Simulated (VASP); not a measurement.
# Hg2H3 (Pm-3m) in VASP: a series of runs, part 2 of 2

VASP 6.6.1.

## (3) Relaxation of cell and atoms, PBE

This run uses another cell than the first one, of 13.06 Å³/atom.

File INCAR:

```
PREC = Accurate ; ENCUT = 600
EDIFF = 1E-7 ; ISMEAR = 0
SIGMA = 0.1 ; LREAL = F
LASPH = T ; NELM = 80
ALGO = Normal ; ISIF = 3
LWAVE = F ; LCHARG = F
GGA = PE ; IBRION = 2
NSW = 100 ; EDIFFG = -0.01
```

File KPOINTS:

```
Automatic mesh
0
Gamma
  10 10 10
```

File POSCAR:

```
Hg2H3
1.0
    4.0267809892      0.0000000000      0.0000000000
    0.0000000000      4.0267809892      0.0000000000
    0.0000000000      0.0000000000      4.0267809892
Hg H
2 3
Direct
    0.0000000000      0.0000000000      0.0000000000
    0.5000000000      0.5000000000      0.5000000000
    0.0000000000      0.5000000000      0.5000000000
    0.5000000000      0.0000000000      0.5000000000
    0.5000000000      0.5000000000      0.0000000000
```

Potentials or basis: VASP PAW PBE potentials, release 64 (Hg, H).

The run is started by

```
cat potpaw_PBE.64/Hg/POTCAR potpaw_PBE.64/H/POTCAR > POTCAR
mpirun -np 1 vasp_std > vasp.out
```

OUTCAR:

```text
PREC = Accurate
   ENCUT = 600
   EDIFF = 1E-7
   ISMEAR = 0
   LREAL = F
   LASPH = T
   NELM = 80
   ISIF = 3
   GGA = PE
   IBRION = 2
   NSW = 100
   EDIFFG = -0.01

 ion  position               nearest neighbor table
   1  0.000  0.000  0.000-   2 3.49   2 3.49   2 3.49   2 3.49   2 3.49   2 3.49   2 3.49   2 3.49

   2  0.500  0.500  0.500-   3 2.01   4 2.01   5 2.01   5 2.01   4 2.01   3 2.01   1 3.49   1 3.49
                             1 3.49   1 3.49   1 3.49   1 3.49   1 3.49   1 3.49
   3  0.000  0.500  0.500-   2 2.01   2 2.01
   4  0.500  0.000  0.500-   2 2.01   2 2.01
   5  0.500  0.500  0.000-   2 2.01   2 2.01

  LATTYP: Found a simple cubic cell.
 ALAT       =     4.0267809892

  Lattice vectors:

 A1 = (   4.0267809892,   0.0000000000,   0.0000000000)
 A2 = (   0.0000000000,   4.0267809892,   0.0000000000)
 A3 = (   0.0000000000,   0.0000000000,   4.0267809892)

Analysis of symmetry for initial positions (statically):
=====================================================================
 Subroutine PRICEL returns:
 Original cell was already a primitive cell.

[... 183 lines left out ...]
  -------------------------------------------------------------------------------------
  Total        0.2336108      0.2336108      0.2336108     -0.0000000      0.0000000     -0.0000000
  in kB        5.7323068      5.7323068      5.7323068     -0.0000000      0.0000000     -0.0000000
  external PRESSURE =       5.7323068 kB  Pullay stress =       0.0000000 kB
[... 65 lines left out ...]
--------------------------------------- Ionic step        3  -------------------------------------------

 number of electron      27.0000015 magnetization

 Free energy of the ion-electron system (eV)
  ---------------------------------------------------
  ext. energy  EPLUGINS =         0.00000000
  ---------------------------------------------------
  free energy    TOTEN  =        -7.33756079 eV

  energy without entropy =       -7.32894403  energy(sigma->0) =       -7.33325241

 E-fermi :   1.0602     XC(G=0): -10.0205

 val. band max:        1.0449763867   @ k =   0.4000   0.4000   0.3000
 cond. band min:       1.0677963366   @ k =   0.0000   0.0000   0.0000
 fundamental gap:      0.0228199500
 Fermi energy:         1.0602279526

 k-point     1 :       0.0000    0.0000    0.0000
  band No.  band energies     occupation
      1      -8.0453      2.00000
      2      -7.2463      2.00000
      3      -7.2463      2.00000
      4      -5.7699      2.00000
      5      -5.7699      2.00000
      6      -5.7699      2.00000
[... 457 lines left out ...]
      4      -5.8290      2.00000
      5      -5.8225      2.00000
      6      -5.7438      2.00000
[... 9 lines left out ...]
     16       5.8776      0.00000
     17       7.4516      0.00000

 [... further k-points ...]

------------------------ aborting loop because EDIFF is reached ----------------------------------------

  FORCE on cell =-STRESS in cart. coord.  units (eV):
  Direction    XX          YY          ZZ          XY          YZ          ZX
  --------------------------------------------------------------------------------------
  -------------------------------------------------------------------------------------
  Total       -0.0049538     -0.0049538     -0.0049538     -0.0000000     -0.0000000      0.0000000
  in kB       -0.1202182     -0.1202182     -0.1202182     -0.0000000     -0.0000000      0.0000000
  external PRESSURE =      -0.1202182 kB  Pullay stress =       0.0000000 kB
[... 20 lines left out ...]
  FREE ENERGIE OF THE ION-ELECTRON SYSTEM (eV)
  ---------------------------------------------------
  free  energy   TOTEN  =        -7.3375607900 eV

  energy  without entropy=       -7.3289440334  energy(sigma->0) =       -7.33325241

 reached required accuracy - stopping structural energy minimisation
```

OSZICAR:

```text
N       E                     dE             d eps       ncg     rms          rms(c)
DAV:   1     0.198171918639E+03    0.19817E+03   -0.14542E+04  1904   0.163E+03
[... 27 lines left out ...]
DAV:   1    -0.734304228708E+01   -0.56494E-02   -0.11441E-01  1913   0.422E+00    0.554E-01
DAV:   2    -0.733794873281E+01    0.50936E-02   -0.14678E-02  1912   0.169E+00    0.173E-01
DAV:   3    -0.733762973031E+01    0.31900E-03   -0.13377E-03  1933   0.389E-01    0.166E-01
DAV:   4    -0.733756852812E+01    0.61202E-04   -0.14227E-04  1908   0.120E-01    0.169E-02
DAV:   5    -0.733756084798E+01    0.76801E-05   -0.25103E-05  2036   0.660E-02    0.612E-03
DAV:   6    -0.733756085603E+01   -0.80554E-08   -0.22079E-06  1955   0.149E-02    0.247E-03
DAV:   7    -0.733756078997E+01    0.66065E-07   -0.22974E-07  1103   0.576E-03
   3 F= -.73375608E+01 E0= -.73332524E+01  d E =-.123921E-02
```

CONTCAR:

```text
Hg2H3
   1.00000000000000
     4.0416658234398017   -0.0000000000000000   -0.0000000000000000
    -0.0000000000000000    4.0416658234398017   -0.0000000000000000
     0.0000000000000000    0.0000000000000000    4.0416658234398017
  Hg              H
     2     3
Direct
     0.0000000000000000    0.0000000000000000    0.0000000000000000
     0.5000000000000000    0.5000000000000000    0.5000000000000000
     0.0000000000000000    0.5000000000000000    0.5000000000000000
     0.5000000000000000    0.0000000000000000    0.5000000000000000
     0.5000000000000000    0.5000000000000000    0.0000000000000000

  0.00000000E+00  0.00000000E+00  0.00000000E+00
  0.00000000E+00  0.00000000E+00  0.00000000E+00
  0.00000000E+00  0.00000000E+00  0.00000000E+00
  0.00000000E+00  0.00000000E+00  0.00000000E+00
  0.00000000E+00  0.00000000E+00  0.00000000E+00
```

It took 3 min on 1 thread of Oxide Virtual Turin-like, shared host; peak memory 0.2 GiB.

What came out:

* Free energy: -7.3376 eV
* Relaxed volume: 13.20 Å³/atom
* Relaxed cell: a = 4.042 Å, b = 4.042 Å, c = 4.042 Å, α = 90.00°, β = 90.00°, γ = 90.00°
* Space group after relaxing (to 0.1 Å): Pm-3m (No. 221)
* Energy gained by relaxing: 0.2 meV/atom
* Ionic steps: 3
* Pressure after relaxing: 0.0 GPa
* Band gap on the k mesh: zero (an odd number of electrons rules out a gap without spin polarisation)

The path:
```
step  energy change (eV)  largest force (eV/Å)  pressure (GPa)  volume (Å³)
   1              0.0000                0.0000            0.57        65.29
   2             -0.0011                0.0000            0.21        65.74
   3             -0.0012                0.0000           -0.01        66.02
```

Final structure:
```yaml
crystal:
  lattice:
    - [4.04167, 0.00000, 0.00000]
    - [0.00000, 4.04167, 0.00000]
    - [0.00000, 0.00000, 4.04167]
  atoms:
    - { symbol: Hg, position: [0.00000, 0.00000, 0.00000] }
    - { symbol: Hg, position: [0.50000, 0.50000, 0.50000] }
    - { symbol: H, position: [0.00000, 0.50000, 0.50000] }
    - { symbol: H, position: [0.50000, 0.00000, 0.50000] }
    - { symbol: H, position: [0.50000, 0.50000, 0.00000] }
```

Levels at points of the mesh, in eV from the Fermi level:
```csv
k point,band 12,band 13,band 14,band 15,band 16,band 17
"(0.00, 0.00, 0.00)",0.01,1.59,1.59,2.90,2.90,2.90
"(0.50, 0.00, 0.00)",-4.74,0.40,1.52,5.46,5.70,5.70
"(0.50, 0.50, 0.00)",-4.24,-3.62,-1.71,4.63,4.95,4.95
"(0.50, 0.50, 0.50)",-2.62,-2.62,-2.51,-0.98,2.83,2.83
```

Caveat: spin-orbit coupling is left out, which moves the levels of the heavy elements.

The gap in the log of VASP goes by the Fermi energy; the results here count the filled bands.